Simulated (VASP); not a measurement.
Set up this calculation in VASP 6.6.1, as the native input.

```
Task                   : single point
Functional             : PBE
Potentials or basis    : VASP PAW PBE potentials, release 64 (Rb_sv)
Cutoff                 : 520 eV
k mesh                 : 9 × 9 × 9
Occupations            : fermi-dirac, width 0.08 eV
Spin                   : no spin polarisation
Dipole correction      : no
Further INCAR settings : ALGO = Normal; EDIFF = 1e-06; NBANDS = 10
```

The structure of Rb lies in POSCAR:

```
Rb
1.0
    4.1009540512      0.0000000000      0.0000000000
    0.0000000000      4.1009540512      0.0000000000
    0.0000000000      0.0000000000      4.1009540512
Rb
1
Direct
    0.0000000000      0.0000000000      0.0000000000
```

This cell differs from its parent crystal: volume scaled by 0.7.

The input as run:

INCAR

```
SYSTEM = Rb
PREC     = Accurate       ! precision mode
ENCUT    = 520            ! plane-wave cutoff, eV
EDIFF    = 1E-6           ! SCF threshold, eV
ISMEAR   = -1             ! smearing method
SIGMA    = 0.08           ! smearing width, eV
LREAL    = .False.        ! projectors in reciprocal space
LASPH    = .True.         ! aspherical terms in the spheres
NELM     = 100            ! most SCF steps
ALGO     = Normal         ! electronic algorithm
ISIF     = 2              ! what is computed and relaxed
LWAVE    = .False.        ! write WAVECAR
LCHARG   = .True.         ! write CHGCAR
GGA      = PE             ! functional
LELF     = .True.         ! ELF
LVHAR    = .True.       
NBANDS   = 10             ! bands
```

KPOINTS

```
Automatic mesh
0
Gamma
  9 9 9
  0 0 0
```

Potentials or basis: VASP PAW PBE potentials, release 64 (Rb_sv).

Command:

```console
$ cat potpaw_PBE.64/Rb_sv/POTCAR > POTCAR
$ mpirun -np 1 vasp_std > vasp.out
```

Results of the run:

```json
{"Pressure": "1.5 GPa"}
```

Run time: 10 s on 1 thread of Intel(R) Xeon(R) Platinum 8259CL CPU @ 2.50GHz (Skylake/Cascade Lake), with other jobs on the host, peak memory 0.18 GiB.
